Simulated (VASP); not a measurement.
# Os (P6_3/mmc) in VASP: a series of runs

Runs on Os. Level: PBE. Tasks: single point, relaxation of cell and atoms.

Everything below comes from runs of VASP 6.6.1. Logs are shortened: lines on timing, memory, paths and dates and some standing lists are left out, and cuts for length are marked.

### Step 1. The cell of the first run

Symmetry: P6_3/mmc, No. 194, hexagonal system. Conventional cell: a = 2.677 Å, b = 2.677 Å, c = 4.238 Å, α = 90.00°, β = 90.00°, γ = 120.00°. Os (site symmetry -6m2) has 12 Os at 2.62 to 2.68 Å within 3.5 Å.

### Step 2. Single point, PBE

The input, INCAR:

```
SYSTEM = Os
ALGO     = Normal         ! electronic algorithm
EDIFF    = 1E-7           ! SCF threshold, eV
ENCUT    = 520            ! plane-wave cutoff, eV
GGA      = PE             ! functional
ISIF     = 2              ! what is computed and relaxed
ISMEAR   = -1             ! smearing method
LASPH    = .True.         ! aspherical terms in the spheres
LCHARG   = .False.        ! write CHGCAR
LREAL    = .False.        ! projectors in reciprocal space
LWAVE    = .False.        ! write WAVECAR
NBANDS   = 15             ! bands
NELM     = 60             ! most SCF steps
PREC     = Accurate       ! precision mode
SIGMA    = 0.1            ! smearing width, eV
```

The input, KPOINTS:

```
k-points
0
Gamma
  17 17 9
  0 0 0
```

The input, POSCAR:

```
Os
1.0
    2.6766854101      0.0000000000      0.0000000000
   -1.3383427050      2.3180775631      0.0000000000
    0.0000000000      0.0000000000      4.2375812184
Os
2
Direct
    0.3333333333      0.6666666667      0.2500000000
    0.6666666667      0.3333333333      0.7500000000
```

Potentials or basis: VASP PAW PBE potentials, release 64 (Os).

Run with:

```sh
$ cat potpaw_PBE.64/Os/POTCAR > POTCAR
$ mpirun -np 1 vasp_std > vasp.out
```

OUTCAR:

```text
SYSTEM = Os
   EDIFF = 1E-7
   ENCUT = 520
   GGA = PE
   ISIF = 2
   ISMEAR = -1
   LASPH = .True.
   LREAL = .False.
   NELM = 60
   PREC = Accurate

 ion  position               nearest neighbor table
   1  0.333  0.667  0.250-   2 2.62   2 2.62   2 2.62   2 2.62   2 2.62   2 2.62
   2  0.667  0.333  0.750-   1 2.62   1 2.62   1 2.62   1 2.62   1 2.62   1 2.62

  LATTYP: Found a hexagonal cell.
 ALAT       =     2.6766854101
 C/A-ratio  =     1.5831450354

  Lattice vectors:

 A1 = (   2.6766854101,   0.0000000000,   0.0000000000)
 A2 = (  -1.3383427050,   2.3180775631,   0.0000000000)
 A3 = (   0.0000000000,   0.0000000000,   4.2375812184)

Analysis of symmetry for initial positions (statically):
=====================================================================
 Subroutine PRICEL returns:
 Original cell was already a primitive cell.

 Routine SETGRP: Setting up the symmetry group for a
 hexagonal supercell.

 Subroutine GETGRP returns: Found 24 space group operations
 (whereof 12 operations were pure point group operations)
 out of a pool of 24 trial point group operations.

The static configuration has the point symmetry D_3d.
 The point group associated with its full space group is D_6h.

Analysis of symmetry for dynamics (positions and initial velocities):
=====================================================================
 Subroutine PRICEL returns:
 Original cell was already a primitive cell.

 Routine SETGRP: Setting up the symmetry group for a
 hexagonal supercell.

 Subroutine GETGRP returns: Found 24 space group operations
 (whereof 12 operations were pure point group operations)
 out of a pool of 24 trial point group operations.

The dynamic configuration has the point symmetry D_3d.
 The point group associated with its full space group is D_6h.

 Subroutine INISYM returns: Found 24 space group operations
 (whereof 12 operations are pure point group operations),
 and found     1 'primitive' translations

----------------------------------------------------------------------------------------

                                     Primitive cell

  volume of cell :      26.2932

  direct lattice vectors                    reciprocal lattice vectors
     2.676685410  0.000000000  0.000000000     0.373596388  0.215695975  0.000000000
    -1.338342705  2.318077563  0.000000000     0.000000000  0.431391950  0.000000000
     0.000000000  0.000000000  4.237581218     0.000000000  0.000000000  0.235983678

  length of vectors
     2.676685410  2.676685410  4.237581218     0.431391950  0.431391950  0.235983678

  position of ions in fractional coordinates (direct lattice)
     0.333333333  0.666666667  0.250000000
     0.666666667  0.333333333  0.750000000

  ion indices of the primitive-cell ions
   primitive index   ion index
                 1           1
                 2           2

----------------------------------------------------------------------------------------

 KPOINTS: k-points

Automatic generation of k-mesh.
 Grid dimensions read from file:
 generate k-points for:   17   17    9

 Generating k-lattice:

  Cartesian coordinates                     Fractional coordinates (reciprocal lattice)
     0.021976258  0.012687999  0.000000000     0.058823529  0.000000000  0.000000000
     0.000000000  0.025375997  0.000000000     0.000000000  0.058823529  0.000000000
     0.000000000  0.000000000  0.026220409     0.000000000  0.000000000  0.111111111

  Length of vectors
     0.025375997  0.025375997  0.026220409

  Shift w.r.t. Gamma in fractional coordinates (k-lattice)
     0.000000000  0.000000000  0.000000000

 Subroutine IBZKPT returns following result:
 ===========================================

 Found    165 irreducible k-points:

 Following reciprocal coordinates:
            Coordinates               Weight
  0.000000  0.000000  0.000000      1.000000
  0.058824  0.000000  0.000000      6.000000
  0.117647 -0.000000  0.000000      6.000000
  0.176471 -0.000000  0.000000      6.000000
  0.235294 -0.000000  0.000000      6.000000
  0.294118 -0.000000  0.000000      6.000000
[... 16 lines left out ...]
  0.411765  0.117647  0.000000     12.000000
  0.176471  0.176471  0.000000      6.000000
 [... further k-points ...]
   k-points           NKPTS =    165   k-points in BZ     NKDIM =    165   number of bands    NBANDS=     15
   number of dos      NEDOS =    301   number of ions     NIONS =      2
   total plane-waves  NPLWV =  12800
   dimension x,y,z NGX =    20 NGY =   20 NGZ =   32
   dimension x,y,z NGXF=    40 NGYF=   40 NGZF=   64
   ions per type =               2
   NGX,Y,Z   is equivalent  to a cutoff of  12.42, 12.42, 12.55 a.u.
   NGXF,Y,Z  is equivalent  to a cutoff of  24.84, 24.84, 25.11 a.u.
 SYSTEM =  Os
   PREC   = accura    normal or accurate (medium, high low for compatibility)
   ISTART =      0    job   : 0-new  1-cont  2-samecut
   ICHARG =      2    charge: 1-file 2-atom 10-const
   ISPIN  =      1    spin polarized calculation?
   LNONCOLLINEAR =      F non collinear calculations
   LSORBIT =      F    spin-orbit coupling
   LASPH  =      T    aspherical Exc in radial PAW
   ENCUT  =  520.0 eV  38.22 Ry    6.18 a.u.   4.98  4.98  7.88*2*pi/ulx,y,z
   NELM   =     60;   NELMIN=  2; NELMDL= -5     # of ELM steps
   EDIFF  = 0.1E-06   stopping-criterion for ELM
   LREAL  =      F    real-space projection
   EDIFFG = 0.1E-05   stopping-criterion for IOM
   NSW    =      0    number of steps for IOM
   IBRION =     -1    ionic relax: 0-MD 1-quasi-New 2-CG
   NFREE  =      0    steps in history (QN), initial steepest desc. (CG)
   ISIF   =      2    stress and relaxation
   ISYM   =      2    0-nonsym 1-usesym 2-fastsym
   POTIM  = 0.5000    time-step for ionic-motion
   TEBEG  =    0.0;   TEEND  =   0.0 temperature during run
   PSTRESS=    0.0 pullay stress
   NELECT =      16.0000    total number of electrons
   NUPDOWN=      -1.0000    fix difference up-down
   EMIN   =  10.00;   EMAX   =-10.00  energy-range for DOS
   EFERMI =   0.00;   METHOD = LEGACY
   ISMEAR =    -1;   SIGMA  =   0.10  broadening in eV -4-tet -1-fermi 0-gaus
   EFERMI_NEDOS =   21; number of points for ismear=-14 and -15
   IALGO  =     38    algorithm
   IMIX   =      4    mixing-type and parameters
     AMIX     =   0.40;   BMIX     =  1.00
     AMIX_MAG =   1.60;   BMIX_MAG =  1.00
  volume/ion in A,a.u.               =      13.15        88.72
  Fermi-wavevector in a.u.,A,eV,Ry     =   1.387289  2.621597 26.185388  1.924572
  Thomas-Fermi vector in A             =   2.511525
   LORBIT       =      0    0 simple, 1 ext, 2 COOP (PROOUT), +10 PAW based schemes
   GGA     = PE    functional components
   LHFCALC =     F    Hartree Fock is set to
   AEXX    =    0.0000 exact exchange contribution
   IVDW    =     0    specifies the selected vdW correction
   LEPSILON=     F    determine dielectric tensor
   LRPA    =     F    only Hartree local field effects (RPA)
 non-spin polarized calculation
  energy-cutoff  :      520.00
  volume of cell :       26.29
 maximum number of plane-waves:       726
 NGX is ok and might be reduce to    20
   NGX =  9   NGY =  9   NGZ = 15

 number of electron      16.0000001 magnetization

 Free energy of the ion-electron system (eV)
  ---------------------------------------------------
  ext. energy  EPLUGINS =         0.00000000
  ---------------------------------------------------
  free energy    TOTEN  =       -22.25197546 eV

  energy without entropy =      -22.21511318  energy(sigma->0) =      -22.23354432

 E-fermi :  10.4736     XC(G=0): -14.4198

 val. band max:       10.4642791194   @ k =   0.0000   0.0000   0.0000
 cond. band min:      10.4763048330   @ k =   0.2941   0.1176   0.2222
 fundamental gap:      0.0120257136
 Fermi energy:        10.4735644903

 k-point     1 :       0.0000    0.0000    0.0000
  band No.  band energies     occupation
      1      -1.0763      2.00000
      2       2.0272      2.00000
      3       7.0853      2.00000
      4       7.0853      2.00000
      5       7.3459      2.00000
      6       8.0128      2.00000
      7       8.0128      2.00000
      8       8.7566      2.00000
      9       8.7566      2.00000
     10      10.4643      1.04639
     11      12.2971      0.00000
     12      12.2971      0.00000
     13      20.2548      0.00000
     14      24.4452      0.00000
     15      27.2191      0.00000

 k-point     2 :       0.0588    0.0000    0.0000
  band No.  band energies     occupation
      1      -0.9249      2.00000
      2       2.1630      2.00000
      3       6.7402      2.00000
      4       7.2205      2.00000
      5       7.6466      2.00000
      6       7.9182      2.00000
      7       8.1398      2.00000
      8       8.5636      2.00000
      9       8.6437      2.00000
     10       9.7695      1.99825
     11      12.3780      0.00000
     12      13.2163      0.00000
     13      20.2517      0.00000
     14      24.7715      0.00000
     15      27.4218      0.00000

 k-point     3 :       0.1176   -0.0000    0.0000
  band No.  band energies     occupation
      1      -0.4860      2.00000
      2       2.5384      2.00000
      3       6.2483      2.00000
      4       7.6208      2.00000
      5       7.6335      2.00000
      6       7.8052      2.00000
      7       8.1098      2.00000
      8       8.3498      2.00000
      9       8.5143      2.00000
     10       9.0808      2.00000
     11      12.5790      0.00000
     12      14.7695      0.00000
     13      20.2062      0.00000
     14      25.6633      0.00000
     15      27.9397      0.00000
[... 343 lines left out ...]
 k-point    23 :       0.4118    0.1176    0.0000
  band No.  band energies     occupation
      1       3.0403      2.00000
      2       3.3204      2.00000
      3       3.4133      2.00000
      4       6.4762      2.00000
      5       6.8184      2.00000
      6       7.5280      2.00000
      7       8.4401      2.00000
      8      12.4645      0.00000
      9      12.7886      0.00000
     10      13.1953      0.00000
     11      15.2896      0.00000
     12      17.2959      0.00000
     13      20.6858      0.00000
     14      21.0755      0.00000
     15      23.7897      0.00000

 k-point    24 :       0.1765    0.1765    0.0000
  band No.  band energies     occupation
      1       2.2179      2.00000
      2       4.1861      2.00000
      3       4.7781      2.00000
      4       4.7961      2.00000
      5       6.6863      2.00000
      6       7.2167      2.00000
      7       8.3792      2.00000
      8       9.4919      1.99989
      9      10.7524      0.11592
     10      11.7878      0.00000
     11      12.9603      0.00000
     12      19.6626      0.00000
     13      20.3439      0.00000
     14      24.1236      0.00000
     15      24.5475      0.00000

 [... further k-points ...]

------------------------ aborting loop because EDIFF is reached ----------------------------------------

  FORCE on cell =-STRESS in cart. coord.  units (eV):
  Direction    XX          YY          ZZ          XY          YZ          ZX
  --------------------------------------------------------------------------------------
  -------------------------------------------------------------------------------------
  Total        6.7064424      6.7064424      6.6900704      0.0000000      0.0000000      0.0000000
  in kB      408.6574781    408.6574781    407.6598509      0.0000000      0.0000000      0.0000000
  external PRESSURE =     408.3249357 kB  Pullay stress =       0.0000000 kB

 VOLUME and BASIS-vectors are now :
 -----------------------------------------------------------------------------
  energy-cutoff  :      520.00
  volume of cell :       26.29
      direct lattice vectors                 reciprocal lattice vectors
     2.676685410  0.000000000  0.000000000     0.373596388  0.215695975  0.000000000
    -1.338342705  2.318077563  0.000000000     0.000000000  0.431391950  0.000000000
     0.000000000  0.000000000  4.237581218     0.000000000  0.000000000  0.235983678

 POSITION                                       TOTAL-FORCE (eV/Angst)
 -----------------------------------------------------------------------------------
     -0.00000      1.54539      1.05940         0.000000     -0.000000      0.000000
      1.33834      0.77269      3.17819        -0.000000      0.000000      0.000000
 -----------------------------------------------------------------------------------
    total drift:                                0.000000     -0.000000     -0.000000

  FREE ENERGIE OF THE ION-ELECTRON SYSTEM (eV)
  ---------------------------------------------------
  free  energy   TOTEN  =       -22.2519754631 eV

  energy  without entropy=      -22.2151131844  energy(sigma->0) =      -22.23354432
```

Wall time 22 s (1 thread of Intel Xeon 6975P-C (Granite Rapids), shared host); peak memory 0.18 GiB.

What came out:

| Item | Value |
| --- | --- |
| Free energy | -22.2520 eV |
| Pressure | 40.8 GPa |
| Band gap on the k mesh | zero (bands 8 and 9 overlap by 4.35 eV) |

Levels at points of the mesh, in eV from the Fermi level:
| k point | band 5 | band 6 | band 7 | band 8 | band 9 | band 10 | band 11 | band 12 |
| --- | --- | --- | --- | --- | --- | --- | --- | --- |
| (0.00, 0.00, 0.00) | -3.13 | -2.46 | -2.46 | -1.72 | -1.72 | -0.01 | 1.82 | 1.82 |

Caveat: the cell stands under pressure; spin-orbit coupling is left out, which moves the levels of the heavy elements.

(Continued in part 2 of 2.)
